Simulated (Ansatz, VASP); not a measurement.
**ZnRe in VASP and in Ansatz**

Contents of INCAR:

```
PREC = Accurate
ENCUT = 520
EDIFF = 1E-6
ISMEAR = 0
SIGMA = 0.15
LREAL = F
LASPH = T
NELM = 100
ALGO = Normal
ISIF = 2
LWAVE = F
LCHARG = F
GGA = PS
NBANDS = 16
```

The input KPOINTS:

```
regular mesh
0
Gamma
  21 21 10
```

The input POSCAR:

```
ZnRe
1.0
    2.7482183437      0.0000000000      0.0000000000
   -1.3741091718      2.3800269008      0.0000000000
    0.0000000000      0.0000000000      4.4940660000
Zn Re
1 1
Direct
    0.0000000000      0.0000000000      0.0000000000
    0.2787525172      0.6120858506      0.5000000000
```

Input for Ansatz:

```yaml
crystal:
  lattice:
    - [2.7482183437, 0.0, 0.0]
    - [-1.3741091718, 2.3800269008, 0.0]
    - [0.0, 0.0, 4.494066]
  atoms:
    - { symbol: Zn, position: [0.0, 0.0, 0.0] }
    - { symbol: Re, position: [0.2787525172, 0.6120858506, 0.5] }
basis:
  ecutwfc: 420
kpoints:
  mp_grid: { grid: [21, 21, 10] }
hamiltonian:
  xc: pbesol
scf:
  occupations: { method: gaussian, width: 0.15 }
output:
  forces: true
  stress: true
  eigenvalues: true
```

Change from the starting cell: all Re atoms moved +0.150 Å, as atom 2 towards its neighbour atom 2 (Re) at 2.748 Å.

Alike in both runs: task single point; functional PBEsol; k mesh 21 × 21 × 10; occupations gaussian, width 0.15 eV; no spin polarisation.

```csv
,VASP,Ansatz
version,VASP 6.6.1,Ansatz 0.2.0
potentials or method,"VASP PAW PBE potentials, release 64 (Zn, Re), cutoff 520 eV","scalar-relativistic, plane waves, PAW"
valence electrons in the cell,19,27
```

```tsv
	VASP	Ansatz	Ansatz less VASP
gap on the k mesh at the Fermi level (eV)	none	none	-
pressure (GPa)	-8.8	-8.9	-0.13
traceless stress, the component that is largest in VASP (GPa)	-1.08	-0.93	+0.152
rms of the force components (eV/Å)	0.149	0.148	-0.0008
```

VASP's potentials were made for PBE, not for PBEsol. Atom by atom the forces differ by 0.001 eV/Å (rms over components). A gap of «none» marks a metal or a gap that the smearing closes. VASP's potentials hold 19 valence electrons a cell and Ansatz's 27, so a difference there can come from the potentials and not from the codes.

Neither program's run includes spin-orbit coupling.
